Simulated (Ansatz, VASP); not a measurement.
## Two plane-wave programs on Pt

File INCAR:

```
PREC = Accurate ; ENCUT = 520
EDIFF = 1E-6 ; ISMEAR = 0
SIGMA = 0.15 ; LREAL = F
LASPH = T ; NELM = 80
ALGO = Fast ; ISIF = 2
LWAVE = F ; LCHARG = F
GGA = CA ; NBANDS = 11
```

The input KPOINTS:

```
Automatic mesh
0
Gamma
  22 22 22
```

The input POSCAR:

```
Pt
1.0
    0.0000000000      2.3624506468      1.4410948945
    2.3624506468      0.0000000000      1.4410948945
    2.3624506468      2.3624506468      0.0000000000
Pt
1
Direct
    0.0000000000      0.0000000000      0.0000000000
```

Input for Ansatz:

```yaml
crystal:
  lattice:
    - [0.0, 2.3624506468, 1.4410948945]
    - [2.3624506468, 0.0, 1.4410948945]
    - [2.3624506468, 2.3624506468, 0.0]
  atoms:
    - { symbol: Pt, position: [0.0, 0.0, 0.0] }
basis:
  ecutwfc: 420
kpoints:
  mp_grid: { grid: [22, 22, 22] }
hamiltonian:
  xc: lda
scf:
  occupations: { method: gaussian, width: 0.15 }
output:
  forces: true
  stress: true
  eigenvalues: true
  write_density: true
  write_potential: true
  elf: true
  volumetric_format: npy
```

Alike in both runs: task single point; functional LDA; k mesh 22 × 22 × 22; occupations gaussian, width 0.15 eV; no spin polarisation.

```csv
,VASP,Ansatz
version,VASP 6.6.1,Ansatz 0.2.0
potentials or method,"VASP PAW LDA potentials, release 64 (Pt), cutoff 520 eV","scalar-relativistic, plane waves, PAW"
valence electrons in the cell,10,18
```

Ansatz gave:

- gap on the k mesh at the Fermi level (eV): none
- pressure (GPa): -19.1
- traceless stress, the component that is largest in VASP (GPa): -7.69

**Question.** Which values does VASP return?

**Answer.** gap on the k mesh at the Fermi level (eV): none; pressure (GPa): -18.5; traceless stress, the component that is largest in VASP (GPa): -7.42.

LDA's correlation is that of Perdew and Zunger in VASP and of Perdew and Wang (1992) in Ansatz. A gap of «none» marks a metal or a gap that the smearing closes. VASP's potentials hold 10 valence electrons a cell and Ansatz's 18, so a difference there can come from the potentials and not from the codes.

Neither program's run includes spin-orbit coupling.
